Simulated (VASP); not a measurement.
Write the native input for VASP 6.6.1 that does the following.

| Item | Value |
| --- | --- |
| Task | single point |
| Functional | r2SCAN |
| Potentials or basis | VASP PAW PBE potentials, release 64 (Zr_sv) |
| Cutoff | 520 eV |
| k mesh | 14 × 14 × 8 |
| Occupations | gaussian, width 0.05 eV |
| Spin | no spin polarisation |
| Dipole correction | no |
| Further INCAR settings | ALGO = Normal; EDIFF = 1e-06; NBANDS = 19 |

Crystal: Zr.

```xyz
2
Lattice="3.2453 0.0000 0.0000 -1.6226 2.8105 0.0000 0.0000 0.0000 5.1467" Properties=species:S:1:pos:R:3 pbc="T T T"
Zr    0.0000    1.8737    3.8600
Zr    1.6226    0.9368    1.2867
```

One way to write it, as run:

POSCAR

```
Zr
1.0
    3.2452956464      0.0000000000      0.0000000000
   -1.6226478232      2.8105084726      0.0000000000
    0.0000000000      0.0000000000      5.1466507183
Zr
2
Direct
    0.3333333333      0.6666666667      0.7500000000
    0.6666666667      0.3333333333      0.2500000000
```

INCAR.step1

```
  PREC = Accurate
  ENCUT = 520
  ISMEAR = 0
  SIGMA = 0.05
  LREAL = F
  LASPH = T
  NELM = 60
  NBANDS = 19
  GGA = PE
  ALGO = Normal
  EDIFF = 1E-4
  LWAVE = T
  LCHARG = F
```

INCAR.step2

```
  PREC = Accurate
  ENCUT = 520
  EDIFF = 1E-6
  ISMEAR = 0
  SIGMA = 0.05
  LREAL = F
  LASPH = T
  NELM = 60
  ALGO = Normal
  ISIF = 2
  LWAVE = F
  LCHARG = F
  METAGGA = R2SCAN
  LMIXTAU = T
  NBANDS = 19
  ISTART = 1
```

KPOINTS

```
regular mesh
0
Gamma
  14 14 8
```

Potentials or basis: VASP PAW PBE potentials, release 64 (Zr_sv).

Command:

```bash
$ cat potpaw_PBE.64/Zr_sv/POTCAR > POTCAR
$ cp INCAR.step1 INCAR
$ mpirun -np 1 vasp_std > vasp.out
$ cp INCAR.step2 INCAR
$ mpirun -np 1 vasp_std > vasp.out
```

Results of the run:

```
Pressure               : 0.2 GPa
Band gap on the k mesh : zero (bands 12 and 13 overlap by 1.23 eV)
```

Caveat: the PAW data sets were made with another functional, which shifts forces and pressure a little.

Wall time 6.7 min on 1 thread of Intel Xeon 8259CL, with other jobs on the host, peak memory 0.23 GiB.
